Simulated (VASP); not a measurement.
Set up this calculation in VASP 6.6.1, as the native input.

* Task: single point
* Functional: r2SCAN
* Potentials or basis: VASP PAW PBE potentials, release 64 (Li_sv, Y_sv)
* Cutoff: 830 eV
* k mesh: 2 × 2 × 2
* Occupations: fermi-dirac, width 0.05 eV
* Spin: no spin polarisation
* Dipole correction: no
* Further INCAR settings: ALGO = Normal; EDIFF = 1e-06; NBANDS = 26

LiY3:

```xyz
4
Lattice="0.0000 3.8999 3.8999 3.8999 0.0000 3.8999 3.8999 3.8999 0.0000" Properties=species:S:1:pos:R:3 pbc="T T T"
Li    0.0000    0.0000    0.0000
Y     1.9499    1.9499    1.9499
Y     5.8498    5.8498    5.8498
Y     3.8999    3.8999    3.8999
```

The input as run:

POSCAR

```
LiY3
1.0
    0.0000000000      3.8998520000      3.8998520000
    3.8998520000      0.0000000000      3.8998520000
    3.8998520000      3.8998520000      0.0000000000
Li Y
1 3
Direct
    0.0000000000      0.0000000000      0.0000000000
    0.2500000000      0.2500000000      0.2500000000
    0.7500000000      0.7500000000      0.7500000000
    0.5000000000      0.5000000000      0.5000000000
```

INCAR.step1

```
ALGO = Normal ; EDIFF = 1E-5
ENCUT = 830 ; GGA = PE
GGA_COMPAT = False ; ISMEAR = -1
LASPH = True ; LCHARG = False
LREAL = False ; LWAVE = True
NBANDS = 26 ; NELM = 120
PREC = Accurate ; SIGMA = 0.05
```

INCAR.step2

```
ALGO = Normal ; EDIFF = 1E-6
ENCUT = 830 ; GGA_COMPAT = False
ISIF = 2 ; ISMEAR = -1
ISTART = 1 ; LASPH = True
LCHARG = False ; LMIXTAU = True
LREAL = False ; LWAVE = False
METAGGA = R2SCAN ; NBANDS = 26
NELM = 120 ; PREC = Accurate
SIGMA = 0.05
```

KPOINTS

```
k-points
0
Gamma
  2 2 2
```

Potentials or basis: VASP PAW PBE potentials, release 64 (Li_sv, Y_sv).

The run is started by

```sh
$ cat potpaw_PBE.64/Li_sv/POTCAR potpaw_PBE.64/Y_sv/POTCAR > POTCAR
$ cp INCAR.step1 INCAR
$ mpirun -np 1 vasp_std > vasp.out
$ cp INCAR.step2 INCAR
$ mpirun -np 1 vasp_std > vasp.out
```

It gave:

```yaml
Pressure: -0.2 GPa
Band_gap_on_the_k_mesh: zero (bands 18 and 19 overlap by 0.95 eV)
```

Caveat: the k points lie up to 0.70 Å⁻¹ apart, too coarse for converged energies and pressures of a metal; the PAW data sets were made with another functional, which shifts forces and pressure a little.

Wall time 3.1 min on 1 thread of Intel(R) Xeon(R) Platinum 8559C (Emerald Rapids) (shared host), peak memory 0.43 GiB.
